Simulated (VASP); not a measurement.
Mo, 1 atom in the cell. It takes space group Fm-3m (No. 225, cubic). Conventional cell: a = 3.909 Å, b = 3.909 Å, c = 3.909 Å, α = 90.00°, β = 90.00°, γ = 90.00°. Mo (site symmetry m-3m) has 12 Mo at 2.76 Å within 3.6 Å.  This cell differs from its parent crystal: strain -0.030 along x and y, -0.030 along z.

| Property | Result |
| --- | --- |
| Program | VASP 6.6.1 |
| Task | single point |
| Functional | LDA |
| Potentials or basis | VASP PAW LDA potentials, release 64 (Mo_sv) |
| Cutoff | 520 eV |
| k mesh | 20 × 20 × 20 |
| Occupations | gaussian, width 0.15 eV |
| Spin | no spin polarisation |
| Dipole correction | no |
| Further INCAR settings | ALGO = Normal; EDIFF = 1e-06; NBANDS = 13 |

Potentials or basis: VASP PAW LDA potentials, release 64 (Mo_sv).

Run with:

```console
$ cat potpaw_LDA.64/Mo_sv/POTCAR > POTCAR
$ mpirun -np 1 vasp_std > vasp.out
```

Hardware: 1 thread of Intel(R) Xeon(R) 6975P-C (Granite Rapids) (shared host).

How long does it take, and how much memory?

Wall time 18 s on 1 thread of Intel(R) Xeon(R) 6975P-C (Granite Rapids), on a shared host, peak memory 0.16 GiB. Counts: scf iterations 11, k points 256.
